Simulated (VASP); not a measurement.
A run of VASP 6.6.1 is set up as follows.

The input INCAR:

```
ALGO = Normal
EDIFF = 1E-6
ENCUT = 520
GGA = PE
ISIF = 2
ISMEAR = -1
LASPH = T
LCHARG = F
LREAL = F
LWAVE = F
NBANDS = 15
NELM = 80
PREC = Accurate
SIGMA = 0.05
```

The input KPOINTS:

```
k-points
0
Gamma
  14 14 14
```

POSCAR

```
TiC
1.0
    2.7105561007      0.0000000000      0.0000000000
    0.0000000000      2.7105561007      0.0000000000
    0.0000000000      0.0000000000      2.7105561007
Ti C
1 1
Direct
    0.0000000000      0.0000000000      0.0000000000
    0.5000000000      0.5000000000      0.5000000000
```

Potentials or basis: VASP PAW PBE potentials, release 64 (Ti_sv, C).

The run is started by

```bash
$ cat potpaw_PBE.64/Ti_sv/POTCAR potpaw_PBE.64/C/POTCAR > POTCAR
$ mpirun -np 1 vasp_std > vasp.out
```

Estimate the pressure.

0.2 GPa.

Predict the band gap on the k mesh.

zero (band 8 reaches 11.54 eV, above the bottom of band 9 at 9.33 eV).
